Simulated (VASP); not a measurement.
Input of a VASP 6.6.1 run:

INCAR

```
PREC = Accurate ; ENCUT = 520
EDIFF = 1E-7 ; ISMEAR = -1
SIGMA = 0.05 ; LREAL = False
LASPH = True ; NELM = 100
ALGO = Normal ; ISIF = 2
LWAVE = False ; LCHARG = True
GGA = PE ; LELF = True
LVHAR = True ; NBANDS = 12
```

The input KPOINTS:

```
Automatic mesh
0
Gamma
  6 6 6
```

Contents of POSCAR:

```
Y
1.0
    1.8134719765      1.8134719765      1.8134719765
   -1.8134719765      1.8134719765      1.8134719765
   -1.8134719765     -1.8134719765      1.8134719765
Y
1
Direct
    0.0000000000      0.0000000000      0.0000000000
```

Potentials or basis: VASP PAW PBE potentials, release 64 (Y_sv).

The run is started by

```console
$ cat potpaw_PBE.64/Y_sv/POTCAR > POTCAR
$ mpirun -np 1 vasp_std > vasp.out
```

(1) Estimate the band gap on the k mesh.

(2) Predict the pressure.

Results:

(1) zero (an odd number of electrons rules out a gap without spin polarisation).

(2) 19.7 GPa.

Caveat: the k points lie up to 0.41 Å⁻¹ apart, too coarse for converged energies and pressures of a metal.
